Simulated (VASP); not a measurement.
# Y (P6/mmm) in VASP: notebook

Y is run at these levels: PBE; tasks: single point, relaxation of cell and atoms.

Everything below comes from runs of VASP 6.6.1. Logs are shortened: lines on timing, memory, paths and dates and some standing lists are left out, and cuts for length are marked.

## Step 1: The cell of the first run

Symmetry: P6/mmm, No. 191, hexagonal system. The conventional cell has a = 5.788 Å, b = 5.788 Å, c = 3.625 Å, α = 90.00°, β = 90.00°, γ = 120.00°. Within 4.8 Å of Y (site symmetry 6/mmm) lie 14 Y at 3.62 to 3.80 Å. Y (site symmetry -6m2) has 11 Y at 3.34 to 3.80 Å within 4.4 Å.

This isn't the form of Y at room conditions, which is hcp.

## Step 2: Single point, PBE, collinear spin (35.05 Å³/atom)

INCAR

```
ALGO = Normal
EDIFF = 1E-6
ENCUT = 520
GGA = PE
ISIF = 2
ISMEAR = -1
ISPIN = 2
LASPH = True
LCHARG = False
LMAXMIX = 4
LORBIT = 11
LREAL = False
LWAVE = False
MAGMOM = 1 1 1
NBANDS = 28
NELM = 150
PREC = Accurate
SIGMA = 0.05
```

KPOINTS

```
k-points
0
Gamma
  7 7 10
```

POSCAR

```
Y
1.0
    5.7875607361      0.0000000000      0.0000000000
   -2.8937803680      5.0121746235      0.0000000000
    0.0000000000      0.0000000000      3.6245017227
Y
3
Direct
    0.0000000000      1.0000000000      0.0000000000
    0.3333333333      0.6666666667      0.5000000000
    0.6666666667      0.3333333333      0.5000000000
```

Potentials or basis: VASP PAW PBE potentials, release 64 (Y_sv).

Launch:

```sh
$ cat potpaw_PBE.64/Y_sv/POTCAR > POTCAR
$ mpirun -np 1 vasp_std > vasp.out
```

OUTCAR:

```text
EDIFF = 1E-6
   ENCUT = 520
   GGA = PE
   ISIF = 2
   ISMEAR = -1
   ISPIN = 2
   LASPH = True
   LORBIT = 11
   LREAL = False
   NELM = 150
   PREC = Accurate

 ion  position               nearest neighbor table
   1  0.000  0.000  0.000-   2 3.80   3 3.80   2 3.80   3 3.80   3 3.80   3 3.80   2 3.80   2 3.80
                             3 3.80   3 3.80   2 3.80   2 3.80
   2  0.333  0.667  0.500-   3 3.34   3 3.34   3 3.34   1 3.80   1 3.80   1 3.80   1 3.80   1 3.80
                             1 3.80
   3  0.667  0.333  0.500-   2 3.34   2 3.34   2 3.34   1 3.80   1 3.80   1 3.80   1 3.80   1 3.80
                             1 3.80

  LATTYP: Found a hexagonal cell.
 ALAT       =     5.7875607361
 C/A-ratio  =     0.6262572244

  Lattice vectors:

 A1 = (   5.7875607361,   0.0000000000,   0.0000000000)
 A2 = (  -2.8937803680,   5.0121746235,   0.0000000000)
 A3 = (   0.0000000000,   0.0000000000,   3.6245017227)

Analysis of symmetry for initial positions (statically):
=====================================================================
 Subroutine PRICEL returns:
 Original cell was already a primitive cell.

 Routine SETGRP: Setting up the symmetry group for a
 hexagonal supercell.

 Subroutine GETGRP returns: Found 24 space group operations
 (whereof 24 operations were pure point group operations)
 out of a pool of 24 trial point group operations.

The static configuration has the point symmetry D_6h.

Analysis of symmetry for dynamics (positions and initial velocities):
=====================================================================
 Subroutine PRICEL returns:
 Original cell was already a primitive cell.

 Routine SETGRP: Setting up the symmetry group for a
 hexagonal supercell.

 Subroutine GETGRP returns: Found 24 space group operations
 (whereof 24 operations were pure point group operations)
 out of a pool of 24 trial point group operations.

The dynamic configuration has the point symmetry D_6h.

Analysis of structural, dynamic, and magnetic symmetry:
=====================================================================
 Subroutine PRICEL returns:
 Original cell was already a primitive cell.

 Routine SETGRP: Setting up the symmetry group for a
 hexagonal supercell.

 Subroutine GETGRP returns: Found 24 space group operations
 (whereof 24 operations were pure point group operations)
 out of a pool of 24 trial point group operations.

The overall configuration has the point symmetry D_6h.

 Subroutine INISYM returns: Found 24 space group operations
 (whereof 24 operations are pure point group operations),
 and found     1 'primitive' translations

----------------------------------------------------------------------------------------

                                     Primitive cell

  volume of cell :     105.1405

  direct lattice vectors                    reciprocal lattice vectors
     5.787560736  0.000000000  0.000000000     0.172784364  0.099757099  0.000000000
    -2.893780368  5.012174623  0.000000000     0.000000000  0.199514198  0.000000000
     0.000000000  0.000000000  3.624501723     0.000000000  0.000000000  0.275899993

  length of vectors
     5.787560736  5.787560736  3.624501723     0.199514198  0.199514198  0.275899993

  position of ions in fractional coordinates (direct lattice)
     0.000000000  0.000000000  0.000000000
     0.333333333  0.666666667  0.500000000
     0.666666667  0.333333333  0.500000000

  ion indices of the primitive-cell ions
   primitive index   ion index
                 1           1
                 2           2
                 3           3

----------------------------------------------------------------------------------------

 KPOINTS: k-points

Automatic generation of k-mesh.
 Grid dimensions read from file:
 generate k-points for:    7    7   10

 Generating k-lattice:

  Cartesian coordinates                     Fractional coordinates (reciprocal lattice)
     0.024683481  0.014251014  0.000000000     0.142857143  0.000000000  0.000000000
     0.000000000  0.028502028  0.000000000     0.000000000  0.142857143  0.000000000
     0.000000000  0.000000000  0.027589999     0.000000000  0.000000000  0.100000000

  Length of vectors
     0.028502028  0.028502028  0.027589999

  Shift w.r.t. Gamma in fractional coordinates (k-lattice)
     0.000000000  0.000000000  0.000000000

 Subroutine IBZKPT returns following result:
 ===========================================

 Found     48 irreducible k-points:

 Following reciprocal coordinates:
            Coordinates               Weight
  0.000000  0.000000  0.000000      1.000000
  0.142857 -0.000000  0.000000      6.000000
  0.285714 -0.000000  0.000000      6.000000
  0.428571  0.000000  0.000000      6.000000
  0.142857  0.142857  0.000000      6.000000
  0.285714  0.142857  0.000000     12.000000
[... 16 lines left out ...]
  0.428571  0.142857  0.200000     12.000000
  0.285714  0.285714  0.200000     12.000000
 [... further k-points ...]
   k-points           NKPTS =     48   k-points in BZ     NKDIM =     48   number of bands    NBANDS=     28
   number of dos      NEDOS =    301   number of ions     NIONS =      3
   total plane-waves  NPLWV =  64512
   dimension x,y,z NGX =    48 NGY =   48 NGZ =   28
   dimension x,y,z NGXF=    96 NGYF=   96 NGZF=   56
   ions per type =               3
   NGX,Y,Z   is equivalent  to a cutoff of  13.79, 13.79, 12.84 a.u.
   NGXF,Y,Z  is equivalent  to a cutoff of  27.58, 27.58, 25.69 a.u.
 SYSTEM =  unknown system
   PREC   = accura    normal or accurate (medium, high low for compatibility)
   ISTART =      0    job   : 0-new  1-cont  2-samecut
   ICHARG =      2    charge: 1-file 2-atom 10-const
   ISPIN  =      2    spin polarized calculation?
   LNONCOLLINEAR =      F non collinear calculations
   LSORBIT =      F    spin-orbit coupling
   LASPH  =      T    aspherical Exc in radial PAW
   ENCUT  =  520.0 eV  38.22 Ry    6.18 a.u.  10.76 10.76  6.74*2*pi/ulx,y,z
   NELM   =    150;   NELMIN=  2; NELMDL= -5     # of ELM steps
   EDIFF  = 0.1E-05   stopping-criterion for ELM
   LREAL  =      F    real-space projection
   EDIFFG = 0.1E-04   stopping-criterion for IOM
   NSW    =      0    number of steps for IOM
   IBRION =     -1    ionic relax: 0-MD 1-quasi-New 2-CG
   NFREE  =      0    steps in history (QN), initial steepest desc. (CG)
   ISIF   =      2    stress and relaxation
   ISYM   =      2    0-nonsym 1-usesym 2-fastsym
   POTIM  = 0.5000    time-step for ionic-motion
   TEBEG  =    0.0;   TEEND  =   0.0 temperature during run
   PSTRESS=    0.0 pullay stress
   NELECT =      33.0000    total number of electrons
   NUPDOWN=      -1.0000    fix difference up-down
   EMIN   =  10.00;   EMAX   =-10.00  energy-range for DOS
   EFERMI =   0.00;   METHOD = LEGACY
   ISMEAR =    -1;   SIGMA  =   0.05  broadening in eV -4-tet -1-fermi 0-gaus
   EFERMI_NEDOS =   21; number of points for ismear=-14 and -15
   IALGO  =     38    algorithm
   IMIX   =      4    mixing-type and parameters
     AMIX     =   0.40;   BMIX     =  1.00
     AMIX_MAG =   1.60;   BMIX_MAG =  1.00
  volume/ion in A,a.u.               =      35.05       236.51
  Fermi-wavevector in a.u.,A,eV,Ry     =   1.112558  2.102430 16.841101  1.237786
  Thomas-Fermi vector in A             =   2.249134
   LORBIT       =     11    0 simple, 1 ext, 2 COOP (PROOUT), +10 PAW based schemes
   GGA     = PE    functional components
   LHFCALC =     F    Hartree Fock is set to
   AEXX    =    0.0000 exact exchange contribution
   IVDW    =     0    specifies the selected vdW correction
   LEPSILON=     F    determine dielectric tensor
   LRPA    =     F    only Hartree local field effects (RPA)
 spin polarized calculation
  energy-cutoff  :      520.00
  volume of cell :      105.14
 maximum number of plane-waves:      2857
 NGX is ok and might be reduce to    48
   NGX = 21   NGY = 21   NGZ = 13

 number of electron      32.9999999 magnetization       0.0110962

 Free energy of the ion-electron system (eV)
  ---------------------------------------------------
  ext. energy  EPLUGINS =         0.00000000
  ---------------------------------------------------
  free energy    TOTEN  =       -19.05888244 eV

  energy without entropy =      -19.00166417  energy(sigma->0) =      -19.03027330

 E-fermi :   2.6423     XC(G=0):  -9.1778

 val. band max:        2.6391446264   @ k =   0.4286   0.0000   0.5000
 cond. band min:       2.6427234855   @ k =   0.4286   0.1429   0.5000
 fundamental gap:      0.0035788591
 Fermi energy:         2.6422923081

 spin component 1

 k-point     1 :       0.0000    0.0000    0.0000
  band No.  band energies     occupation
      1     -40.2197      1.00000
      2     -40.1478      1.00000
      3     -40.1384      1.00000
      4     -20.3507      1.00000
      5     -20.3507      1.00000
      6     -20.1894      1.00000
[... 20 lines left out ...]
     27       7.7440      0.00000
     28       7.7440      0.00000

 k-point     2 :       0.1429   -0.0000    0.0000
  band No.  band energies     occupation
      1     -40.2157      1.00000
      2     -40.1486      1.00000
      3     -40.1417      1.00000
      4     -20.3738      1.00000
      5     -20.3542      1.00000
      6     -20.1617      1.00000
[... 20 lines left out ...]
     27       7.2504      0.00000
     28       7.6927      0.00000

 k-point     3 :       0.2857   -0.0000    0.0000
  band No.  band energies     occupation
      1     -40.2049      1.00000
      2     -40.1526      1.00000
      3     -40.1486      1.00000
      4     -20.4115      1.00000
      5     -20.3363      1.00000
      6     -20.1113      1.00000
[... 616 lines left out ...]
      3     -40.1467      1.00000
      4     -20.4048      1.00000
      5     -20.2674      1.00000
      6     -20.1999      1.00000
[... 20 lines left out ...]
     27       6.8498      0.00000
     28       7.3327      0.00000

 k-point    24 :       0.2857    0.2857    0.2000
  band No.  band energies     occupation
      1     -40.1768      1.00000
      2     -40.1627      1.00000
      3     -40.1480      1.00000
      4     -20.3988      1.00000
      5     -20.2650      1.00000
      6     -20.2048      1.00000
[... 20 lines left out ...]
     27       6.7506      0.00000
     28       7.3723      0.00000

 [... further k-points ...]

 spin component 2

 k-point     1 :       0.0000    0.0000    0.0000
  band No.  band energies     occupation
      1     -40.2188      1.00000
      2     -40.1469      1.00000
      3     -40.1376      1.00000
      4     -20.3496      1.00000
      5     -20.3496      1.00000
      6     -20.1885      1.00000
[... 20 lines left out ...]
     27       7.7452      0.00000
     28       7.7452      0.00000

 k-point     2 :       0.1429   -0.0000    0.0000
  band No.  band energies     occupation
      1     -40.2148      1.00000
      2     -40.1477      1.00000
      3     -40.1409      1.00000
      4     -20.3727      1.00000
      5     -20.3531      1.00000
      6     -20.1607      1.00000
[... 20 lines left out ...]
     27       7.2518      0.00000
     28       7.6939      0.00000

 k-point     3 :       0.2857   -0.0000    0.0000
  band No.  band energies     occupation
      1     -40.2040      1.00000
      2     -40.1517      1.00000
      3     -40.1478      1.00000
      4     -20.4104      1.00000
      5     -20.3352      1.00000
      6     -20.1103      1.00000
[... 616 lines left out ...]
      3     -40.1458      1.00000
      4     -20.4037      1.00000
      5     -20.2664      1.00000
      6     -20.1990      1.00000
[... 20 lines left out ...]
     27       6.8513      0.00000
     28       7.3342      0.00000

 k-point    24 :       0.2857    0.2857    0.2000
  band No.  band energies     occupation
      1     -40.1760      1.00000
      2     -40.1619      1.00000
      3     -40.1470      1.00000
      4     -20.3977      1.00000
      5     -20.2640      1.00000
      6     -20.2038      1.00000
[... 20 lines left out ...]
     27       6.7519      0.00000
     28       7.3742      0.00000

 [... further k-points ...]
[... 5 lines left out ...]
  --------------------------------------------------------------------------------------
  -------------------------------------------------------------------------------------
  Total       -1.8838589     -1.8838589     -1.6387378     -0.0000000      0.0000000      0.0000000
  in kB      -28.7070706    -28.7070706    -24.9718083     -0.0000000      0.0000000      0.0000000
  external PRESSURE =     -27.4619831 kB  Pullay stress =       0.0000000 kB

 VOLUME and BASIS-vectors are now :
 -----------------------------------------------------------------------------
  energy-cutoff  :      520.00
  volume of cell :      105.14
      direct lattice vectors                 reciprocal lattice vectors
     5.787560736  0.000000000  0.000000000     0.172784364  0.099757099  0.000000000
    -2.893780368  5.012174623  0.000000000     0.000000000  0.199514198  0.000000000
     0.000000000  0.000000000  3.624501723     0.000000000  0.000000000  0.275899993

 POSITION                                       TOTAL-FORCE (eV/Angst)
 -----------------------------------------------------------------------------------
      0.00000      0.00000      0.00000        -0.000000      0.000000      0.000000
     -0.00000      3.34145      1.81225         0.000000      0.000000     -0.000000
      2.89378      1.67072      1.81225        -0.000000     -0.000000      0.000000
 -----------------------------------------------------------------------------------
    total drift:                               -0.000000      0.000000     -0.000000

  FREE ENERGIE OF THE ION-ELECTRON SYSTEM (eV)
  ---------------------------------------------------
  free  energy   TOTEN  =       -19.0588824384 eV

  energy  without entropy=      -19.0016641666  energy(sigma->0) =      -19.03027330

 total charge

# of ion       s       p       d       f       tot
--------------------------------------------------
    1        2.251   6.226   0.812   0.005   9.294
    2        2.271   6.189   0.911   0.005   9.376
    3        2.271   6.189   0.911   0.005   9.376
--------------------------------------------------
tot          6.792  18.604   2.634   0.016  28.046

 magnetization (x)

# of ion       s       p       d       f       tot
--------------------------------------------------
    1       -0.000   0.001   0.001   0.000   0.002
    2       -0.000   0.001   0.001   0.000   0.002
    3       -0.000   0.001   0.001   0.000   0.002
--------------------------------------------------
tot         -0.000   0.002   0.004   0.000   0.006
```

It took 3.5 min on 1 thread of Intel Xeon 6975P-C (Granite Rapids), shared host; peak memory 0.42 GiB.

Results:

| Quantity | Value |
| --- | --- |
| Free energy | -19.0589 eV |
| Pressure | -2.7 GPa |
| Net moment | 0.01 μB per cell |
| Valence electrons inside the program's atomic spheres | Y 9.29, 9.38 (each value once) |

Stress tensor (GPa, compression positive):
```
-2.87  0.00  0.00
 0.00 -2.87  0.00
 0.00  0.00 -2.50
```

## Step 3: Single point, PBE, collinear spin (36.34 Å³/atom)

This run uses another cell than the first one, of 36.34 Å³/atom.

INCAR

```
SYSTEM = Y
PREC = Accurate ; ENCUT = 520
EDIFF = 1E-7 ; ISMEAR = -1
SIGMA = 0.05 ; LREAL = .FALSE.
LASPH = .TRUE. ; NELM = 150
ALGO = Normal ; ISIF = 2
LWAVE = .FALSE. ; LCHARG = .TRUE.
ISPIN = 2 ; MAGMOM = 1 1 1
LORBIT = 11 ; LMAXMIX = 4
GGA = PE ; LELF = .TRUE.
LVHAR = .TRUE. ; NBANDS = 28
```

KPOINTS

```
Automatic mesh
0
G
  7 7 10
  0 0 0
```

POSCAR

```
Y
1.0
    5.8581477018      0.0000000000      0.0000000000
   -2.9290738509      5.0733047289      0.0000000000
    0.0000000000      0.0000000000      3.6687073199
Y
3
Direct
    0.0000000000      1.0000000000      0.0000000000
    0.3333333333      0.6666666667      0.5000000000
    0.6666666667      0.3333333333      0.5000000000
```

Potentials or basis: VASP PAW PBE potentials, release 64 (Y_sv).

Launch:

```sh
$ cat potpaw_PBE.64/Y_sv/POTCAR > POTCAR
$ mpirun -np 1 vasp_std > vasp.out
```

It took 4.3 min on 1 thread of Intel Xeon 6975P-C (Granite Rapids), shared host; peak memory 0.43 GiB.

Results (log left out):

```
Free energy                                           : -18.9794 eV
Pressure                                              : -3.8 GPa
Net moment                                            : 0.00 μB per cell
Valence electrons inside the program's atomic spheres : Y 9.25, 9.33 (each value once)
```

Stress tensor (GPa, compression positive):
```
-3.93  0.00  0.00
 0.00 -3.93  0.00
 0.00  0.00 -3.47
```

Levels at points of the mesh, in eV from the Fermi level:
Spin up:
```csv
k point,band 15,band 16,band 17,band 18,band 19,band 20
"(0.00, 0.00, 0.00)",0.02,0.02,0.05,0.05,0.39,1.60
"(0.00, 0.00, 0.50)",-0.84,-0.84,-0.51,-0.51,1.60,1.60
```
Spin down:
| k point | band 13 | band 14 | band 15 | band 16 | band 17 | band 18 | band 19 | band 20 | band 21 | band 22 |
| --- | --- | --- | --- | --- | --- | --- | --- | --- | --- | --- |
| (0.00, 0.00, 0.00) | -4.45 | -0.82 | 0.02 | 0.02 | 0.05 | 0.05 | 0.39 | 1.60 | 2.19 | 2.19 |
| (0.00, 0.00, 0.50) | -1.81 | -1.19 | -0.84 | -0.84 | -0.51 | -0.51 | 1.60 | 1.60 | 1.84 | 1.84 |

Caveat: the cell stands under tension.

(Continued in part 2 of 2.)
